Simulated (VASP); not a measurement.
Wanted: the native input for a VASP 6.6.1 run.

```yaml
Task: single point
Functional: PBEsol
Potentials_or_basis: VASP PAW PBE potentials, release 64 (Sb)
Cutoff: 520 eV
k_mesh: 7 × 7 × 7
Occupations: fermi-dirac, width 0.05 eV
Spin: no spin polarisation
Dipole_correction: no
Further_INCAR_settings: ALGO = Normal; EDIFF = 1e-07; NBANDS = 8
```

The structure of Sb lies in POSCAR:

```
Sb
1.0
    3.1334441226      0.0000000000      0.0000000000
    0.0000000000      3.1334441226      0.0000000000
    0.0000000000      0.0000000000      3.1334441226
Sb
1
Direct
    0.0000000000      0.0000000000      0.0000000000
```

The input as run:

INCAR

```
PREC     = Accurate       # precision mode
ENCUT    = 520            # plane-wave cutoff, eV
EDIFF    = 1E-7           # SCF threshold, eV
ISMEAR   = -1             # smearing method
SIGMA    = 0.05           # smearing width, eV
LREAL    = False          # projectors in reciprocal space
LASPH    = True           # aspherical terms in the spheres
NELM     = 80             # most SCF steps
ALGO     = Normal         # electronic algorithm
ISIF     = 2              # what is computed and relaxed
LWAVE    = False          # write WAVECAR
LCHARG   = False          # write CHGCAR
GGA      = PS             # functional
NBANDS   = 8              # bands
```

KPOINTS

```
regular mesh
0
Gamma
  7 7 7
```

Potentials or basis: VASP PAW PBE potentials, release 64 (Sb).

Launch:

```sh
$ cat potpaw_PBE.64/Sb/POTCAR > POTCAR
$ mpirun -np 1 vasp_std > vasp.out
```

It gave:

```
Pressure : -3.7 GPa
```

Caveat: the PAW data sets were made with another functional, which shifts forces and pressure a little.

Wall time 2.4 s on 1 thread of Intel(R) Xeon(R) Platinum 8481C CPU @ 2.70GHz (Sapphire Rapids), with other jobs on the host, peak memory 0.13 GiB.
